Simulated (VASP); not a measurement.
CoO, 2 atoms in the cell. Symmetry: Fm-3m, No. 225, cubic system. Conventional cell: a = 4.205 Å, b = 4.205 Å, c = 4.205 Å, α = 90.00°, β = 90.00°, γ = 90.00°. Co (site symmetry m-3m) has 6 O at 2.10 Å within 2.8 Å. Within 2.8 Å of O (site symmetry m-3m) lie 6 Co at 2.10 Å. 

* Program: VASP 6.6.1
* Task: single point
* Functional: revPBE
* Potentials or basis: VASP PAW PBE potentials, release 64 (Co, O)
* Cutoff: 520 eV
* k mesh: 11 × 11 × 11
* Occupations: fermi-dirac, width 0.05 eV
* Spin: collinear spin, ferromagnetic start
* Starting moments: [2.0, 0.0] μB
* Dipole correction: no
* Further INCAR settings: ALGO = Normal; EDIFF = 1e-06; NBANDS = 18

Potentials or basis: VASP PAW PBE potentials, release 64 (Co, O).

Run with:

```bash
$ cat potpaw_PBE.64/Co/POTCAR potpaw_PBE.64/O/POTCAR > POTCAR
$ mpirun -np 1 vasp_std > vasp.out
```

Hardware: 1 thread of Intel(R) Xeon(R) Platinum 8259CL CPU @ 2.50GHz (Skylake/Cascade Lake), with other jobs on the host.

Task: How long does it take, and how much memory?

Result: Run time: 27 s on 1 thread of Intel(R) Xeon(R) Platinum 8259CL CPU @ 2.50GHz (Skylake/Cascade Lake), on a shared host, peak memory 0.17 GiB. Counts: scf iterations 14, k points 56.
